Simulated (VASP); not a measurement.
Set up this calculation in VASP 6.6.1, as the native input.

| Quantity | Value |
| --- | --- |
| Task | single point |
| Functional | PBEsol |
| Potentials or basis | VASP PAW PBE potentials, release 64 (Se, Ti_sv) |
| Cutoff | 520 eV |
| k mesh | 10 × 10 × 4 |
| Occupations | fermi-dirac, width 0.05 eV |
| Spin | no spin polarisation |
| Dipole correction | no |
| Further INCAR settings | ALGO = Normal; EDIFF = 1e-06; NBANDS = 29 |

The structure of Ti3Se lies in POSCAR:

```
Ti3Se
1.0
    3.2186213523      0.0000000000      0.0000000000
   -1.6093106762      2.7874078563      0.0000000000
    0.0000000000      0.0000000000      7.9953474932
Se Ti
1 3
Direct
    0.0000000000      0.0000000000      0.0000000000
    0.6666666667      0.3333333333      0.5000000000
    0.3333333333      0.6666666667      0.7729020000
    0.3333333333      0.6666666667      0.2270980000
```

This cell differs from its parent crystal: volume scaled by 1.02.

These files were run (other wordings do the same):

INCAR

```
PREC = Accurate ; ENCUT = 520
EDIFF = 1E-6 ; ISMEAR = -1
SIGMA = 0.05 ; LREAL = False
LASPH = True ; NELM = 60
ALGO = Normal ; ISIF = 2
LWAVE = False ; LCHARG = True
GGA = PS ; LELF = True
LVHAR = True ; NBANDS = 29
```

KPOINTS

```
regular mesh
0
Gamma
  10 10 4
```

Potentials or basis: VASP PAW PBE potentials, release 64 (Se, Ti_sv).

Launch:

```console
$ cat potpaw_PBE.64/Se/POTCAR potpaw_PBE.64/Ti_sv/POTCAR > POTCAR
$ mpirun -np 1 vasp_std > vasp.out
```

Results of the run:

| Item | Value |
| --- | --- |
| Pressure | -6.3 GPa |
| Largest force | 0.127 eV/Å |
| Band gap on the k mesh | zero (band 21 reaches 8.11 eV, above the bottom of band 22 at 7.55 eV) |

Caveat: the PAW data sets were made with another functional, which shifts forces and pressure a little.

It took 55 s on 1 thread of Intel(R) Xeon(R) Platinum 8375C CPU @ 2.90GHz (Ice Lake) (shared host), peak memory 0.22 GiB.
